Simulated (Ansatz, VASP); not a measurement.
# One calculation of Ge, two programs

```
CELL_PARAMETERS angstrom
0.00000 2.79531 2.83788
2.79531 0.00000 2.83788
2.79531 2.79531 0.00000
ATOMIC_POSITIONS crystal
Ge 0.50000 0.50000 0.50000
Ge 0.75000 0.75000 0.75000
```

Change from the starting cell: strain -0.015 along x and y, +0.000 along z, atoms carried along.

Alike in both runs: task single point; functional PBEsol; k mesh 18 × 18 × 18; occupations gaussian, width 0.15 eV; no spin polarisation.

|  | VASP | Ansatz |
| --- | --- | --- |
| version | VASP 6.6.1 | Ansatz 0.2.0 |
| potentials or method | VASP PAW PBE potentials, release 64 (Ge_d), cutoff 520 eV | scalar-relativistic, plane waves, PAW |
| valence electrons in the cell | 28 | 28 |

|  | VASP | Ansatz | Ansatz less VASP |
| --- | --- | --- | --- |
| gap on the k mesh at the Fermi level (eV) | 0.14 | 0.13 | -0.012 |
| least direct gap on the mesh (eV) | 0.14 | 0.13 | -0.012 |
| pressure (GPa) | 2.1 | 2.2 | +0.09 |
| traceless stress, the component that is largest in VASP (GPa) | -0.76 | -0.75 | +0.004 |

VASP's potentials were made for PBE, not for PBEsol. With one functional, cell and mesh, what is left measures potentials, basis and numerics.
